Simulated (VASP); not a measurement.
Write the native input for VASP 6.6.1 that does the following.

```yaml
Task: single point
Functional: LDA
Potentials_or_basis: VASP PAW LDA potentials, release 64 (C)
Cutoff: 520 eV
k_mesh: 16 × 16 × 16
Occupations: gaussian, width 0.03 eV
Spin: no spin polarisation
Dipole_correction: no
Further_INCAR_settings: ALGO = Normal; EDIFF = 1e-06; NBANDS = 11
```

The structure of C lies in POSCAR:

```
C
1.0
    0.0000000000      2.1166507485      3.3597491838
    1.2227846672      0.0000000000      3.3597491838
    1.2227846672      2.1166507485      0.0000000000
C
2
Direct
    0.1422858565      0.8577141435      0.2579410164
    0.8332934344      0.1667065656      0.8332934344
```

This cell differs from its parent crystal: atom 1 (C) moved by (+0.200, +0.000) A along [1 1 0] and z.

The input as run:

INCAR

```
SYSTEM = C
PREC     = Accurate       ! precision mode
ENCUT    = 520            ! plane-wave cutoff, eV
EDIFF    = 1E-6           ! SCF threshold, eV
ISMEAR   = 0              ! smearing method
SIGMA    = 0.03           ! smearing width, eV
LREAL    = .False.        ! projectors in reciprocal space
LASPH    = .True.         ! aspherical terms in the spheres
NELM     = 80             ! most SCF steps
ALGO     = Normal         ! electronic algorithm
ISIF     = 2              ! what is computed and relaxed
LWAVE    = .False.        ! write WAVECAR
LCHARG   = .False.        ! write CHGCAR
NBANDS   = 11             ! bands
```

KPOINTS

```
regular mesh
0
Gamma
  16 16 16
  0 0 0
```

Potentials or basis: VASP PAW LDA potentials, release 64 (C).

The run is started by

```bash
$ cat potpaw_LDA.64/C/POTCAR > POTCAR
$ mpirun -np 1 vasp_std > vasp.out
```

Results of the run:

```yaml
Pressure: 23.0 GPa
Largest_force: 13.380 eV/Å
Band_gap_on_the_k_mesh: zero (bands 4 and 5 overlap by 0.82 eV)
```

Caveat: the cell differs from its parent crystal (atom 1 (C) moved by (+0.200, +0.000) A along [1 1 0] and z); the cell stands under pressure; forces of over 1 eV/Å act on the atoms, so gaps and moduli don't describe the material at rest.

Wall time 2.7 min on 1 thread of AMD EPYC 7R13 Processor (Zen 3), with other jobs on the host, peak memory 0.23 GiB.
